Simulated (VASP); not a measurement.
Ru3Se, 4 atoms in the cell. Symmetry: Pm-3m, No. 221, cubic system. Conventional cell: a = 3.991 Å, b = 3.991 Å, c = 3.991 Å, α = 90.00°, β = 90.00°, γ = 90.00°. Within 3.7 Å of Ru (site symmetry 4/mmm) lie 8 Ru at 2.82 Å and 4 Se at 2.82 Å. Se (site symmetry m-3m) has 12 Ru at 2.82 Å within 3.7 Å. 

* Program: VASP 6.6.1
* Task: relaxation of cell and atoms
* Functional: PBE
* Potentials or basis: VASP PAW PBE potentials, release 64 (Ru_pv, Se)
* Cutoff: 600 eV
* k mesh: 4 × 4 × 4
* Occupations: gaussian, width 0.1 eV
* Spin: no spin polarisation
* Dipole correction: no
* Further INCAR settings: ALGO = Normal; EDIFF = 1e-07; IBRION = 2; EDIFFG = -0.04; NSW = 90; ISIF = 3

Potentials or basis: VASP PAW PBE potentials, release 64 (Ru_pv, Se).

Run with:

```bash
$ cat potpaw_PBE.64/Ru_pv/POTCAR potpaw_PBE.64/Se/POTCAR > POTCAR
$ mpirun -np 1 vasp_std > vasp.out
```

Hardware: 1 thread of Intel(R) Xeon(R) Platinum 8488C (Sapphire Rapids), on a shared host.

**Question.** Estimate the wall time of this run.

**Answer.** Run time: 50 s on 1 thread of Intel(R) Xeon(R) Platinum 8488C (Sapphire Rapids), on a shared host, peak memory 0.19 GiB. Counts: scf iterations 50, k points 10, ion steps 4.
